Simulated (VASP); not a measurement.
# BeTe (F-43m) in VASP: notebook

BeTe is run at these levels: PBE+D3(BJ), revPBE; tasks: single point.

All numbers are computed with VASP 6.6.1; they aren't measurements. Logs are shortened: lines on timing, memory, paths and dates and some standing lists are left out, and cuts for length are marked.

## 1. The cell of the first run

The structure is cubic, space group F-43m (No. 216). The conventional cell has a = 5.655 Å, b = 5.655 Å, c = 5.655 Å, α = 90.00°, β = 90.00°, γ = 90.00°. Be (site symmetry -43m) has 4 Te at 2.45 Å within 3.2 Å. Te (site symmetry -43m) has 4 Be at 2.45 Å within 3.2 Å.

## 2. Single point, PBE+D3(BJ) (volume scaled by 1.04)

Input file INCAR:

```
PREC = Accurate
ENCUT = 600
EDIFF = 1E-6
ISMEAR = 0
SIGMA = 0.05
LREAL = F
LASPH = T
NELM = 120
ALGO = Normal
ISIF = 2
LWAVE = F
LCHARG = F
GGA = PE
IVDW = 12
NBANDS = 11
GGA_COMPAT = F
```

Input file KPOINTS:

```
Automatic mesh
0
Gamma
  8 8 8
```

Input file POSCAR:

```
BeTe
1.0
    0.0000000000      2.8273401448      2.8273401448
    2.8273401448      0.0000000000      2.8273401448
    2.8273401448      2.8273401448      0.0000000000
Be Te
1 1
Direct
    0.0000000000      0.0000000000      0.0000000000
    0.7500000000      0.7500000000      0.7500000000
```

Potentials or basis: VASP PAW PBE potentials, release 64 (Be, Te).

Started as:

```
$ cat potpaw_PBE.64/Be/POTCAR potpaw_PBE.64/Te/POTCAR > POTCAR
$ mpirun -np 1 vasp_std > vasp.out
```

OUTCAR:

```text
PREC = Accurate
   ENCUT = 600
   EDIFF = 1E-6
   ISMEAR = 0
   LREAL = F
   LASPH = T
   NELM = 120
   ISIF = 2
   GGA = PE
   IVDW = 12
 IVDW          = 12

 ion  position               nearest neighbor table
   1  0.000  0.000  0.000-   2 2.45   2 2.45   2 2.45   2 2.45
   2  0.750  0.750  0.750-   1 2.45   1 2.45   1 2.45   1 2.45

  LATTYP: Found a face centered cubic cell.
 ALAT       =     5.6546802896

  Lattice vectors:

 A1 = (   0.0000000000,   2.8273401448,   2.8273401448)
 A2 = (   2.8273401448,   0.0000000000,   2.8273401448)
 A3 = (   2.8273401448,   2.8273401448,   0.0000000000)

Analysis of symmetry for initial positions (statically):
=====================================================================
 Subroutine PRICEL returns:
 Original cell was already a primitive cell.

 Routine SETGRP: Setting up the symmetry group for a
 face centered cubic supercell.

 Subroutine GETGRP returns: Found 24 space group operations
 (whereof 24 operations were pure point group operations)
 out of a pool of 48 trial point group operations.

The static configuration has the point symmetry T_d .

Analysis of symmetry for dynamics (positions and initial velocities):
=====================================================================
 Subroutine PRICEL returns:
 Original cell was already a primitive cell.

 Routine SETGRP: Setting up the symmetry group for a
 face centered cubic supercell.

 Subroutine GETGRP returns: Found 24 space group operations
 (whereof 24 operations were pure point group operations)
 out of a pool of 48 trial point group operations.

The dynamic configuration has the point symmetry T_d .

 Subroutine INISYM returns: Found 24 space group operations
 (whereof 24 operations are pure point group operations),
 and found     1 'primitive' translations

----------------------------------------------------------------------------------------

                                     Primitive cell

  volume of cell :      45.2027

  direct lattice vectors                    reciprocal lattice vectors
     0.000000000  2.827340145  2.827340145    -0.176844658  0.176844658  0.176844658
     2.827340145  0.000000000  2.827340145     0.176844658 -0.176844658  0.176844658
     2.827340145  2.827340145  0.000000000     0.176844658  0.176844658 -0.176844658

  length of vectors
     3.998462778  3.998462778  3.998462778     0.306303932  0.306303932  0.306303932

  position of ions in fractional coordinates (direct lattice)
     0.000000000  0.000000000  0.000000000
     0.750000000  0.750000000  0.750000000

  ion indices of the primitive-cell ions
   primitive index   ion index
                 1           1
                 2           2

----------------------------------------------------------------------------------------

 KPOINTS: Automatic mesh

Automatic generation of k-mesh.
 Grid dimensions read from file:
 generate k-points for:    8    8    8

 Generating k-lattice:

  Cartesian coordinates                     Fractional coordinates (reciprocal lattice)
    -0.022105582  0.022105582  0.022105582     0.125000000  0.000000000  0.000000000
     0.022105582 -0.022105582  0.022105582     0.000000000  0.125000000  0.000000000
     0.022105582  0.022105582 -0.022105582     0.000000000  0.000000000  0.125000000

  Length of vectors
     0.038287992  0.038287992  0.038287992

  Shift w.r.t. Gamma in fractional coordinates (k-lattice)
     0.000000000  0.000000000  0.000000000

 Subroutine IBZKPT returns following result:
 ===========================================

 Found     29 irreducible k-points:

 Following reciprocal coordinates:
            Coordinates               Weight
  0.000000  0.000000  0.000000      1.000000
  0.125000  0.000000  0.000000      8.000000
  0.250000  0.000000  0.000000      8.000000
  0.375000  0.000000  0.000000      8.000000
  0.500000  0.000000  0.000000      4.000000
  0.125000  0.125000  0.000000      6.000000
[... 16 lines left out ...]
  0.500000  0.250000  0.125000     48.000000
 -0.375000  0.250000  0.125000     24.000000
 [... further k-points ...]
   k-points           NKPTS =     29   k-points in BZ     NKDIM =     29   number of bands    NBANDS=     11
   number of dos      NEDOS =    301   number of ions     NIONS =      2
   total plane-waves  NPLWV =  32768
   dimension x,y,z NGX =    32 NGY =   32 NGZ =   32
   dimension x,y,z NGXF=    64 NGYF=   64 NGZF=   64
   ions per type =               1   1
   NGX,Y,Z   is equivalent  to a cutoff of  13.30, 13.30, 13.30 a.u.
   NGXF,Y,Z  is equivalent  to a cutoff of  26.61, 26.61, 26.61 a.u.
 SYSTEM =  unknown system
   PREC   = accura    normal or accurate (medium, high low for compatibility)
   ISTART =      0    job   : 0-new  1-cont  2-samecut
   ICHARG =      2    charge: 1-file 2-atom 10-const
   ISPIN  =      1    spin polarized calculation?
   LNONCOLLINEAR =      F non collinear calculations
   LSORBIT =      F    spin-orbit coupling
   LASPH  =      T    aspherical Exc in radial PAW
   ENCUT  =  600.0 eV  44.10 Ry    6.64 a.u.   7.99  7.99  7.99*2*pi/ulx,y,z
   NELM   =    120;   NELMIN=  2; NELMDL= -5     # of ELM steps
   EDIFF  = 0.1E-05   stopping-criterion for ELM
   LREAL  =      F    real-space projection
   EDIFFG = 0.1E-04   stopping-criterion for IOM
   NSW    =      0    number of steps for IOM
   IBRION =     -1    ionic relax: 0-MD 1-quasi-New 2-CG
   NFREE  =      0    steps in history (QN), initial steepest desc. (CG)
   ISIF   =      2    stress and relaxation
   ISYM   =      2    0-nonsym 1-usesym 2-fastsym
   POTIM  = 0.5000    time-step for ionic-motion
   TEBEG  =    0.0;   TEEND  =   0.0 temperature during run
   PSTRESS=    0.0 pullay stress
   NELECT =       8.0000    total number of electrons
   NUPDOWN=      -1.0000    fix difference up-down
   EMIN   =  10.00;   EMAX   =-10.00  energy-range for DOS
   EFERMI =   0.00;   METHOD = LEGACY
   ISMEAR =     0;   SIGMA  =   0.05  broadening in eV -4-tet -1-fermi 0-gaus
   EFERMI_NEDOS =   21; number of points for ismear=-14 and -15
   IALGO  =     38    algorithm
   IMIX   =      4    mixing-type and parameters
     AMIX     =   0.40;   BMIX     =  1.00
     AMIX_MAG =   1.60;   BMIX_MAG =  1.00
  volume/ion in A,a.u.               =      22.60       152.52
  Fermi-wavevector in a.u.,A,eV,Ry     =   0.919144  1.736930 11.494545  0.844825
  Thomas-Fermi vector in A             =   2.044305
   LORBIT       =      0    0 simple, 1 ext, 2 COOP (PROOUT), +10 PAW based schemes
   GGA     = PE    functional components
   LHFCALC =     F    Hartree Fock is set to
   AEXX    =    0.0000 exact exchange contribution
   IVDW    =    12    specifies the selected vdW correction
   LEPSILON=     F    determine dielectric tensor
   LRPA    =     F    only Hartree local field effects (RPA)
 non-spin polarized calculation
 Gauss-broadening in eV      SIGMA  =   0.05
  energy-cutoff  :      600.00
  volume of cell :       45.20
 maximum number of plane-waves:      1540
   NGX = 15   NGY = 15   NGZ = 15

 number of electron       8.0000000 magnetization

 Free energy of the ion-electron system (eV)
  ---------------------------------------------------
  ext. energy  EPLUGINS =         0.00000000
  ---------------------------------------------------
  free energy    TOTEN  =        -7.62411720 eV

  energy without entropy =       -7.62411720  energy(sigma->0) =       -7.62411720

 E-fermi :   5.1668     XC(G=0):  -9.0084

 val. band max:        4.9619802971   @ k =   0.0000   0.0000   0.0000
 cond. band min:       6.9649438997   @ k =   0.5000   0.5000   0.0000
 fundamental gap:      2.0029636026
 Fermi energy:         5.1668069057

 k-point     1 :       0.0000    0.0000    0.0000
  band No.  band energies     occupation
      1      -7.2561      2.00000
      2       4.9620      2.00000
      3       4.9620      2.00000
      4       4.9620      2.00000
      5       8.5816      0.00000
      6       8.5816      0.00000
      7       8.5816      0.00000
      8       8.6955      0.00000
      9      13.2607      0.00000
     10      15.1814      0.00000
     11      15.1814      0.00000

 k-point     2 :       0.1250    0.0000    0.0000
  band No.  band energies     occupation
      1      -7.1111      2.00000
      2       3.6630      2.00000
      3       4.7319      2.00000
      4       4.7319      2.00000
      5       8.4796      0.00000
      6       8.9191      0.00000
      7       8.9191      0.00000
      8      10.0005      0.00000
      9      13.6863      0.00000
     10      14.2683      0.00000
     11      14.2683      0.00000

 k-point     3 :       0.2500    0.0000    0.0000
  band No.  band energies     occupation
      1      -6.7115      2.00000
      2       1.6841      2.00000
      3       4.3011      2.00000
      4       4.3011      2.00000
      5       8.2491      0.00000
      6       9.4445      0.00000
      7       9.4445      0.00000
      8      11.9310      0.00000
      9      13.9923      0.00000
     10      13.9923      0.00000
     11      14.0020      0.00000

 k-point     4 :       0.3750    0.0000    0.0000
  band No.  band energies     occupation
      1      -6.2048      2.00000
      2       0.1237      2.00000
      3       3.9689      2.00000
      4       3.9689      2.00000
      5       8.0697      0.00000
      6       9.5838      0.00000
      7       9.5838      0.00000
      8      12.8082      0.00000
      9      14.6713      0.00000
     10      15.0182      0.00000
     11      15.0182      0.00000

 k-point     5 :       0.5000    0.0000    0.0000
  band No.  band energies     occupation
      1      -5.9417      2.00000
      2      -0.5017      2.00000
      3       3.8495      2.00000
      4       3.8495      2.00000
      5       8.0059      0.00000
      6       9.5568      0.00000
      7       9.5568      0.00000
      8      12.7849      0.00000
      9      15.8483      0.00000
     10      16.4200      0.00000
     11      16.4200      0.00000
[... 211 lines left out ...]
 k-point    21 :       0.5000    0.5000    0.0000
  band No.  band energies     occupation
      1      -5.4613      2.00000
      2      -0.0890      2.00000
      3       2.3621      2.00000
      4       2.3621      2.00000
      5       6.9649      0.00000
      6       7.6446      0.00000
      7      14.5904      0.00000
      8      14.5904      0.00000
      9      16.4394      0.00000
     10      17.8416      0.00000
     11      18.3285      0.00000

 k-point    22 :       0.3750    0.2500    0.1250
  band No.  band energies     occupation
      1      -6.3815      2.00000
      2       1.4301      2.00000
      3       2.7517      2.00000
      4       3.7570      2.00000
      5       8.5604      0.00000
      6       9.7692      0.00000
      7      10.3614      0.00000
      8      11.2165      0.00000
      9      13.9747      0.00000
     10      15.4960      0.00000
     11      16.0349      0.00000

 k-point    23 :       0.5000    0.2500    0.1250
  band No.  band energies     occupation
      1      -5.9323      2.00000
      2       0.3959      2.00000
      3       2.2193      2.00000
      4       3.3102      2.00000
      5       8.9952      0.00000
      6       9.6368      0.00000
      7      10.8591      0.00000
      8      11.8491      0.00000
      9      14.7768      0.00000
     10      15.2416      0.00000
     11      17.1601      0.00000

 k-point    24 :      -0.3750    0.2500    0.1250
  band No.  band energies     occupation
      1      -5.7068      2.00000
      2      -0.0879      2.00000
      3       2.1093      2.00000
      4       3.0918      2.00000
      5       9.1483      0.00000
      6       9.3536      0.00000
      7      11.5910      0.00000
      8      12.6742      0.00000
      9      13.4456      0.00000
     10      16.4950      0.00000
     11      16.8339      0.00000

 [... further k-points ...]

------------------------ aborting loop because EDIFF is reached ----------------------------------------

 Edisp (eV)   -0.66821

 E8    (eV) :    -0.2846

  FORCE on cell =-STRESS in cart. coord.  units (eV):
  Direction    XX          YY          ZZ          XY          YZ          ZX
  --------------------------------------------------------------------------------------
  -------------------------------------------------------------------------------------
  Total      -0.59613    -0.59613    -0.59613     0.00000    -0.00000     0.00000
  in kB     -21.12957   -21.12957   -21.12957     0.00000    -0.00000     0.00000
  external pressure =      -21.13 kB  Pullay stress =        0.00 kB

 VOLUME and BASIS-vectors are now :
 -----------------------------------------------------------------------------
  energy-cutoff  :      600.00
  volume of cell :       45.20
      direct lattice vectors                 reciprocal lattice vectors
     0.000000000  2.827340145  2.827340145    -0.176844658  0.176844658  0.176844658
     2.827340145  0.000000000  2.827340145     0.176844658 -0.176844658  0.176844658
     2.827340145  2.827340145  0.000000000     0.176844658  0.176844658 -0.176844658

 POSITION                                       TOTAL-FORCE (eV/Angst)
 -----------------------------------------------------------------------------------
      0.00000      0.00000      0.00000         0.000000      0.000000      0.000000
      4.24101      4.24101      4.24101        -0.000000     -0.000000     -0.000000
 -----------------------------------------------------------------------------------
    total drift:                               -0.000000     -0.000000     -0.000000

  FREE ENERGIE OF THE ION-ELECTRON SYSTEM (eV)
  ---------------------------------------------------
  free  energy   TOTEN  =        -8.2923282847 eV

  energy  without entropy=       -8.2923282847  energy(sigma->0) =       -8.29232828
```

It took 22 s on 1 thread of Intel Xeon 8259CL, shared host; peak memory 0.19 GiB.

Results:

| Property | Result |
| --- | --- |
| Free energy | -8.2923 eV |
| Pressure | -2.1 GPa |
| Band gap on the k mesh | 2.00 eV, indirect (least direct gap 3.62 eV) |
| Dispersion energy per atom | -0.334 eV |

Caveat: the cell differs from its parent crystal (volume scaled by 1.04); spin-orbit coupling is left out, which moves the levels of the heavy elements.

## 3. Single point, revPBE

This run uses another cell than the first one, of 23.25 Å³/atom, 1.029 times its volume.

Input file INCAR:

```
SYSTEM = BeTe
PREC = Accurate
ENCUT = 600
EDIFF = 1E-6
ISMEAR = 0
SIGMA = 0.05
LREAL = .FALSE.
LASPH = .TRUE.
NELM = 120
ALGO = Normal
ISIF = 2
LWAVE = .FALSE.
LCHARG = .TRUE.
GGA = RE
LELF = .TRUE.
LVHAR = .TRUE.
NBANDS = 11
GGA_COMPAT = .FALSE.
```

Input file KPOINTS:

```
regular mesh
0
G
  8 8 8
  0 0 0
```

Input file POSCAR:

```
BeTe
1.0
    0.0000000000      2.8540864557      2.8540864557
    2.8540864557      0.0000000000      2.8540864557
    2.8540864557      2.8540864557      0.0000000000
Be Te
1 1
Direct
    0.0000000000      0.0000000000      0.0000000000
    0.7500000000      0.7500000000      0.7500000000
```

Potentials or basis: VASP PAW PBE potentials, release 64 (Be, Te).

Started as:

```
$ cat potpaw_PBE.64/Be/POTCAR potpaw_PBE.64/Te/POTCAR > POTCAR
$ mpirun -np 1 vasp_std > vasp.out
```

Run time: 22 s. Hardware: 1 thread of Intel Xeon 8259CL, shared host; peak memory 0.18 GiB.

The run converged. Its results:

```yaml
Free_energy: -7.1239 eV
Pressure: 0.0 GPa
Band_gap_on_the_k_mesh: 2.14 eV, indirect (least direct gap 3.60 eV)
```

Levels at points of the mesh, in eV from the valence-band top:
```csv
k point,band 1,band 2,band 3,band 4,band 5,band 6,band 7,band 8
"(0.00, 0.00, 0.00)",-12.02,0.00,0.00,0.00,3.60,3.67,3.67,3.67
"(0.50, 0.00, 0.00)",-10.78,-5.28,-1.06,-1.06,3.01,4.63,4.63,7.94
"(0.50, 0.50, 0.00)",-10.32,-4.90,-2.49,-2.49,2.14,2.75,9.50,9.50
```

Caveat: the PAW data sets were made with another functional, which shifts forces and pressure a little; spin-orbit coupling is left out, which moves the levels of the heavy elements. A k mesh can miss the band edges.
